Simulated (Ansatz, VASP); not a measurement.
# One calculation of SnO2, two programs

Contents of INCAR:

```
PREC     = Accurate       # precision mode
ENCUT    = 520            # plane-wave cutoff, eV
EDIFF    = 1E-6           # SCF threshold, eV
ISMEAR   = 0              # smearing method
SIGMA    = 0.05           # smearing width, eV
LREAL    = False          # projectors in reciprocal space
LASPH    = True           # aspherical terms in the spheres
NELM     = 100            # most SCF steps
ALGO     = Normal         # electronic algorithm
ISIF     = 2              # what is computed and relaxed
LWAVE    = False          # write WAVECAR
LCHARG   = True           # write CHGCAR
GGA      = PE             # functional
IVDW     = 12             # dispersion correction
LELF     = True           # ELF
LVHAR    = True         
NBANDS   = 35             # bands
```

Contents of KPOINTS:

```
Automatic mesh
0
Gamma
  12 12 4
```

File POSCAR:

```
SnO2
1.0
    3.1247070384      0.0000000000      0.0000000000
   -1.5623535192      2.7060756747      0.0000000000
    0.0000000000      0.0000000000     10.2584132071
Sn O
2 4
Direct
    0.0000000000      0.0000000000      0.5000000000
    0.0000000000      0.0000000000      0.0000000000
    0.6666666667      0.3333333333      0.4017901367
    0.6666666667      0.3333333333      0.0982098633
    0.3333333333      0.6666666667      0.5982098633
    0.3333333333      0.6666666667      0.9017901367
```

Input for Ansatz:

```yaml
crystal:
  lattice:
    - [3.1247070384, 0.0, 0.0]
    - [-1.5623535192, 2.7060756747, 0.0]
    - [0.0, 0.0, 10.2584132071]
  atoms:
    - { symbol: Sn, position: [0.0, 0.0, 0.5] }
    - { symbol: Sn, position: [0.0, 0.0, 0.0] }
    - { symbol: O, position: [0.6666666667, 0.3333333333, 0.4017901367] }
    - { symbol: O, position: [0.6666666667, 0.3333333333, 0.0982098633] }
    - { symbol: O, position: [0.3333333333, 0.6666666667, 0.5982098633] }
    - { symbol: O, position: [0.3333333333, 0.6666666667, 0.9017901367] }
basis:
  ecutwfc: 520.0
kpoints:
  mp_grid: { grid: [12, 12, 4] }
hamiltonian:
  xc: pbe
  dispersion: d3bj
scf:
  occupations: { method: gaussian, width: 0.05 }
output:
  forces: true
  stress: true
  eigenvalues: true
```

Alike in both runs: task single point; functional PBE; dispersion D3(BJ); k mesh 12 × 12 × 4; occupations gaussian, width 0.05 eV; no spin polarisation.

```csv
,VASP,Ansatz
version,VASP 6.6.1,Ansatz 0.2.0
potentials or method,"VASP PAW PBE potentials, release 64 (Sn_d, O), cutoff 520 eV","scalar-relativistic, plane waves, PAW"
valence electrons in the cell,52,52
```

|  | VASP | Ansatz | Ansatz less VASP |
| --- | --- | --- | --- |
| gap on the k mesh at the Fermi level (eV) | 2.61 | 2.64 | +0.027 |
| least direct gap on the mesh (eV) | 3.08 | 3.10 | +0.019 |
| pressure (GPa) | 11.8 | 11.1 | -0.72 |
| traceless stress, the component that is largest in VASP (GPa) | -6.13 | -5.72 | +0.411 |
| rms of the force components (eV/Å) | 0.374 | 0.343 | -0.0309 |

Atom by atom the forces differ by 0.031 eV/Å (rms over components).
